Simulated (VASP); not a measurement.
# TiC in VASP: further runs

Runs on TiC. Level: PBEsol. Tasks: single point.

Program: VASP 6.6.1. These are calculated values, not measurements. Logs are shortened: lines on timing, memory, paths and dates and some standing lists are left out, and cuts for length are marked.

## Step 1: The cell of the first run

Symmetry: R-3m, No. 166, trigonal system. Conventional cell: a = 3.094 Å, b = 3.094 Å, c = 7.269 Å, α = 90.00°, β = 90.00°, γ = 120.00°. Ti (site symmetry -3m) has 6 C at 2.16 Å within 2.9 Å. C (site symmetry -3m) has 6 Ti at 2.16 Å within 2.9 Å.

## Step 2: Single point, PBEsol

INCAR

```
SYSTEM = TiC
PREC = Accurate ; ENCUT = 520
EDIFF = 1E-7 ; ISMEAR = 0
SIGMA = 0.1 ; LREAL = .False.
LASPH = .True. ; NELM = 80
ALGO = Normal ; ISIF = 2
LWAVE = .False. ; LCHARG = .False.
GGA = PS ; ISYM = 0
NBANDS = 15
```

KPOINTS

```
regular mesh
0
Gamma
  12 12 14
  0 0 0
```

POSCAR

```
TiC
1.0
    3.0940796522      0.0000000000      0.0000000000
   -1.5470398261      2.6795515801      0.0000000000
    1.5470398261      0.8931838600      2.4229257253
Ti C
1 1
Direct
    0.0000000000      0.5000000000      0.5000000000
    0.0000000000      0.0000000000      0.0000000000
```

Potentials or basis: VASP PAW PBE potentials, release 64 (Ti_sv, C).

On the command line:

```bash
$ cat potpaw_PBE.64/Ti_sv/POTCAR potpaw_PBE.64/C/POTCAR > POTCAR
$ mpirun -np 1 vasp_std > vasp.out
```

OUTCAR:

```text
SYSTEM = TiC
   PREC = Accurate
   ENCUT = 520
   EDIFF = 1E-7
   ISMEAR = 0
   LREAL = .False.
   LASPH = .True.
   NELM = 80
   ISIF = 2
   GGA = PS
   ISYM = 0

 ion  position               nearest neighbor table
   1  0.000  0.500  0.500-   2 2.16   2 2.16   2 2.16   2 2.16   2 2.16   2 2.16
   2  0.000  0.000  0.000-   1 2.16   1 2.16   1 2.16   1 2.16   1 2.16   1 2.16

IMPORTANT INFORMATION: All symmetrisations will be switched off!
NOSYMM: (Re-)initialisation of all symmetry stuff for point group C_1.

----------------------------------------------------------------------------------------

                                     Primitive cell

  volume of cell :      20.0879

  direct lattice vectors                    reciprocal lattice vectors
     3.094079652  0.000000000  0.000000000     0.323197885  0.186598386 -0.275149444
    -1.547039826  2.679551580  0.000000000     0.000000000  0.373196772 -0.137574722
     1.547039826  0.893183860  2.422925725     0.000000000  0.000000000  0.412724166

  length of vectors
     3.094079652  3.094079652  3.010262231     0.463662644  0.397746948  0.412724166

  position of ions in fractional coordinates (direct lattice)
     0.000000000  0.500000000  0.500000000
     0.000000000  0.000000000  0.000000000

  ion indices of the primitive-cell ions
   primitive index   ion index
                 1           1
                 2           2

----------------------------------------------------------------------------------------

 KPOINTS: regular mesh

Automatic generation of k-mesh.
 Grid dimensions read from file:
 generate k-points for:   12   12   14

 Generating k-lattice:

  Cartesian coordinates                     Fractional coordinates (reciprocal lattice)
     0.026933157  0.015549865 -0.022929120     0.083333333  0.000000000  0.000000000
     0.000000000  0.031099731 -0.011464560     0.000000000  0.083333333  0.000000000
     0.000000000  0.000000000  0.029480298     0.000000000  0.000000000  0.071428571

  Length of vectors
     0.038638554  0.033145579  0.029480298

  Shift w.r.t. Gamma in fractional coordinates (k-lattice)
     0.000000000  0.000000000  0.000000000

 -----------------------------------------------------------------------------
|                                                                             |
|           W    W    AA    RRRRR   N    N  II  N    N   GGGG   !!!           |
|           W    W   A  A   R    R  NN   N  II  NN   N  G    G  !!!           |
|           W    W  A    A  R    R  N N  N  II  N N  N  G       !!!           |
|           W WW W  AAAAAA  RRRRR   N  N N  II  N  N N  G  GGG   !            |
|           WW  WW  A    A  R   R   N   NN  II  N   NN  G    G                |
|           W    W  A    A  R    R  N    N  II  N    N   GGGG   !!!           |
|                                                                             |
|     Your reciprocal lattice and k-lattice belong to different lattice       |
|     classes:                                                                |
|                                                                             |
|        The reciprocal lattice is rhombohedral (trigonal),                   |
|        whereas your k-lattice is base-centered monoclinic.                  |
|                                                                             |
|     Results are often still useful ...                                      |
|                                                                             |
 -----------------------------------------------------------------------------

 WARNING: IBZKPT: internal override: KBLOWUP is changed to .FALSE.
      ... skipping the blow-up phase ...

 Subroutine IBZKPT returns following result:
 ===========================================

 Found   1012 irreducible k-points:

 Following reciprocal coordinates:
            Coordinates               Weight
  0.000000  0.000000  0.000000      1.000000
  0.083333  0.000000  0.000000      2.000000
  0.166667 -0.000000  0.000000      2.000000
  0.250000 -0.000000  0.000000      2.000000
  0.333333  0.000000  0.000000      2.000000
  0.416667  0.000000  0.000000      2.000000
[... 16 lines left out ...]
  0.250000  0.166667  0.000000      2.000000
  0.333333  0.166667  0.000000      2.000000
 [... further k-points ...]
   k-points           NKPTS =   1012   k-points in BZ     NKDIM =   1012   number of bands    NBANDS=     15
   number of dos      NEDOS =    301   number of ions     NIONS =      2
   total plane-waves  NPLWV =  13824
   dimension x,y,z NGX =    24 NGY =   24 NGZ =   24
   dimension x,y,z NGXF=    48 NGYF=   48 NGZF=   48
   ions per type =               1   1
   NGX,Y,Z   is equivalent  to a cutoff of  12.90, 12.90, 13.25 a.u.
   NGXF,Y,Z  is equivalent  to a cutoff of  25.79, 25.79, 26.51 a.u.
 SYSTEM =  TiC
   PREC   = accura    normal or accurate (medium, high low for compatibility)
   ISTART =      0    job   : 0-new  1-cont  2-samecut
   ICHARG =      2    charge: 1-file 2-atom 10-const
   ISPIN  =      1    spin polarized calculation?
   LNONCOLLINEAR =      F non collinear calculations
   LSORBIT =      F    spin-orbit coupling
   LASPH  =      T    aspherical Exc in radial PAW
   ENCUT  =  520.0 eV  38.22 Ry    6.18 a.u.   5.75  5.75  5.60*2*pi/ulx,y,z
   NELM   =     80;   NELMIN=  2; NELMDL= -5     # of ELM steps
   EDIFF  = 0.1E-06   stopping-criterion for ELM
   LREAL  =      F    real-space projection
   EDIFFG = 0.1E-05   stopping-criterion for IOM
   NSW    =      0    number of steps for IOM
   IBRION =     -1    ionic relax: 0-MD 1-quasi-New 2-CG
   NFREE  =      0    steps in history (QN), initial steepest desc. (CG)
   ISIF   =      2    stress and relaxation
   ISYM   =      0    0-nonsym 1-usesym 2-fastsym
   POTIM  = 0.5000    time-step for ionic-motion
   TEBEG  =    0.0;   TEEND  =   0.0 temperature during run
   PSTRESS=    0.0 pullay stress
   NELECT =      16.0000    total number of electrons
   NUPDOWN=      -1.0000    fix difference up-down
   EMIN   =  10.00;   EMAX   =-10.00  energy-range for DOS
   EFERMI =   0.00;   METHOD = LEGACY
   ISMEAR =     0;   SIGMA  =   0.10  broadening in eV -4-tet -1-fermi 0-gaus
   EFERMI_NEDOS =   21; number of points for ismear=-14 and -15
   IALGO  =     38    algorithm
   IMIX   =      4    mixing-type and parameters
     AMIX     =   0.40;   BMIX     =  1.00
     AMIX_MAG =   1.60;   BMIX_MAG =  1.00
  volume/ion in A,a.u.               =      10.04        67.78
  Fermi-wavevector in a.u.,A,eV,Ry     =   1.517529  2.867713 31.332767  2.302893
  Thomas-Fermi vector in A             =   2.626772
   LORBIT       =      0    0 simple, 1 ext, 2 COOP (PROOUT), +10 PAW based schemes
   GGA     = PS    functional components
   LHFCALC =     F    Hartree Fock is set to
   AEXX    =    0.0000 exact exchange contribution
   IVDW    =     0    specifies the selected vdW correction
   LEPSILON=     F    determine dielectric tensor
   LRPA    =     F    only Hartree local field effects (RPA)
 non-spin polarized calculation
 Gauss-broadening in eV      SIGMA  =   0.10
  energy-cutoff  :      520.00
  volume of cell :       20.09
 maximum number of plane-waves:       555
   NGX = 11   NGY = 11   NGZ = 11

 number of electron      16.0000000 magnetization

 Free energy of the ion-electron system (eV)
  ---------------------------------------------------
  ext. energy  EPLUGINS =         0.00000000
  ---------------------------------------------------
  free energy    TOTEN  =       -19.77556119 eV

  energy without entropy =      -19.77383520  energy(sigma->0) =      -19.77469820

 E-fermi :   9.4603     XC(G=0): -12.9194

 val. band max:        9.4577283377   @ k =  -0.2500   0.0000   0.0714
 cond. band min:       9.4737106462   @ k =   0.0000   0.3333   0.2857
 fundamental gap:      0.0159823085
 Fermi energy:         9.4603477013

 k-point     1 :       0.0000    0.0000    0.0000
  band No.  band energies     occupation
      1     -46.8592      2.00000
      2     -22.9901      2.00000
      3     -22.9891      2.00000
      4     -22.9566      2.00000
      5      -2.9880      2.00000
      6       9.9572      0.00000
      7       9.9573      0.00000
      8      10.3741      0.00000
      9      11.0457      0.00000
     10      11.0459      0.00000
     11      11.2048      0.00000
     12      11.2052      0.00000
     13      11.3769      0.00000
     14      20.0875      0.00000
     15      23.4332      0.00000

 k-point     2 :       0.0833    0.0000    0.0000
  band No.  band energies     occupation
      1     -46.8522      2.00000
      2     -23.0176      2.00000
      3     -23.0018      2.00000
      4     -22.9749      2.00000
      5      -2.7773      2.00000
      6       9.0830      2.00000
      7       9.5397      0.26165
      8       9.6922      0.00104
      9      10.0388      0.00000
     10      11.2473      0.00000
     11      11.6668      0.00000
     12      11.8578      0.00000
     13      13.1560      0.00000
     14      20.4744      0.00000
     15      23.5575      0.00000

 k-point     3 :       0.1667   -0.0000    0.0000
  band No.  band energies     occupation
      1     -46.8329      2.00000
      2     -23.1049      2.00000
      3     -23.0363      2.00000
      4     -23.0102      2.00000
      5      -2.2074      2.00000
      6       7.2659      2.00000
      7       9.0768      2.00000
      8       9.2314      1.99880
      9       9.5317      0.31265
     10      11.4291      0.00000
     11      12.5683      0.00000
     12      12.7274      0.00000
     13      14.6878      0.00000
     14      21.5155      0.00000
     15      23.8254      0.00000
[... 343 lines left out ...]
 k-point    23 :       0.2500    0.1667    0.0000
  band No.  band energies     occupation
      1     -46.7778      2.00000
      2     -23.3705      2.00000
      3     -23.1331      2.00000
      4     -23.0806      2.00000
      5      -0.5863      2.00000
      6       5.2938      2.00000
      7       7.0711      2.00000
      8       8.2996      2.00000
      9      10.0961      0.00000
     10      12.5100      0.00000
     11      13.3436      0.00000
     12      14.2190      0.00000
     13      16.3039      0.00000
     14      22.2557      0.00000
     15      23.5605      0.00000

 k-point    24 :       0.3333    0.1667    0.0000
  band No.  band energies     occupation
      1     -46.7609      2.00000
      2     -23.4032      2.00000
      3     -23.2003      2.00000
      4     -23.1069      2.00000
      5      -0.4135      2.00000
      6       5.6356      2.00000
      7       6.8503      2.00000
      8       8.4561      2.00000
      9      10.0536      0.00000
     10      12.7410      0.00000
     11      13.2674      0.00000
     12      13.9076      0.00000
     13      15.6971      0.00000
     14      22.2994      0.00000
     15      23.4247      0.00000

 [... further k-points ...]
[... 5 lines left out ...]
  --------------------------------------------------------------------------------------
  -------------------------------------------------------------------------------------
  Total       -1.0387903     -1.0252210      0.6789634     -0.0117530      0.0035928      0.0062216
  in kB      -82.8523324    -81.7700698     54.1530850     -0.9374053      0.2865554      0.4962272
  external PRESSURE =     -36.8231057 kB  Pullay stress =       0.0000000 kB

 VOLUME and BASIS-vectors are now :
 -----------------------------------------------------------------------------
  energy-cutoff  :      520.00
  volume of cell :       20.09
      direct lattice vectors                 reciprocal lattice vectors
     3.094079652  0.000000000  0.000000000     0.323197885  0.186598386 -0.275149444
    -1.547039826  2.679551580  0.000000000     0.000000000  0.373196772 -0.137574722
     1.547039826  0.893183860  2.422925725     0.000000000  0.000000000  0.412724166

 POSITION                                       TOTAL-FORCE (eV/Angst)
 -----------------------------------------------------------------------------------
      0.00000      1.78637      1.21146         0.000000     -0.000000     -0.000000
      0.00000      0.00000      0.00000        -0.000000      0.000000      0.000000
 -----------------------------------------------------------------------------------
    total drift:                                0.000001     -0.000002     -0.000000

  FREE ENERGIE OF THE ION-ELECTRON SYSTEM (eV)
  ---------------------------------------------------
  free  energy   TOTEN  =       -19.7755611895 eV

  energy  without entropy=      -19.7738352021  energy(sigma->0) =      -19.77469820
```

Wall time 3.3 min (1 thread of Intel Xeon Platinum 8259CL at 2.50GHz (Skylake/Cascade Lake), shared host); peak memory 0.41 GiB.

What came out:

```yaml
Free_energy: -19.7756 eV
Pressure: -3.7 GPa
Band_gap_on_the_k_mesh: zero (band 8 reaches 10.37 eV, above the bottom of band 9 at 9.22 eV)
```

Stress tensor (GPa, compression positive):
```
-8.29 -0.09  0.05
-0.09 -8.18  0.03
 0.05  0.03  5.42
```

Caveat: the PAW data sets were made with another functional, which shifts forces and pressure a little.

(Continued in part 2 of 2.)
